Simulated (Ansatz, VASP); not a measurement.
**Al3TlP4 in VASP and in Ansatz**

```
Al P Tl
1.0
    -5.64614    5.64737    0.00424
    -5.64833    0.00205    5.64830
    -0.00446    5.64715    5.64588
Al P Tl
6 8 2
Direct
  0.00160 0.00110 0.99971
  0.00271 0.49867 0.00068
  0.50213 0.49877 0.00026
  0.50154 0.00104 0.49975
  0.00222 0.49871 0.50022
  0.50254 0.49884 0.50075
  0.86894 0.86697 0.36703
  0.39217 0.85971 0.39013
  0.87006 0.39575 0.36813
  0.89247 0.85958 0.89005
  0.37720 0.37531 0.37534
  0.36908 0.86687 0.86713
  0.87725 0.37534 0.87523
  0.37023 0.39553 0.86826
  0.50073 0.99926 0.99828
  0.00037 0.99950 0.49823
```

Alike in both runs: functional PBE; k mesh 3 × 3 × 3; occupations gaussian, width 0.1 eV; no spin polarisation.

Ansatz relaxed the structure, and its values are those at the end. VASP's run is a single point on that final structure, the one shown.

|  | VASP | Ansatz |
| --- | --- | --- |
| version | VASP 6.6.1 | Ansatz 0.2.0 |
| potentials or method | VASP PAW PBE potentials, release 64 (Al, P, Tl_d), cutoff 520 eV | scalar-relativistic, plane waves, PAW |
| valence electrons in the cell | 84 | 84 |

VASP gave:

```
gap on the k mesh at the Fermi level (eV) : 0.82
least direct gap on the mesh (eV)         : 0.82
pressure (GPa)                            : -0.1
rms of the force components (eV/Å)        : 0.013
```

Which values does Ansatz return?

gap on the k mesh at the Fermi level (eV): 0.82; least direct gap on the mesh (eV): 0.82; pressure (GPa): 0.0; rms of the force components (eV/Å): 0.013.

The functional is the same, so the differences come from potentials, cutoffs and numerics.

Spin-orbit coupling is off throughout.
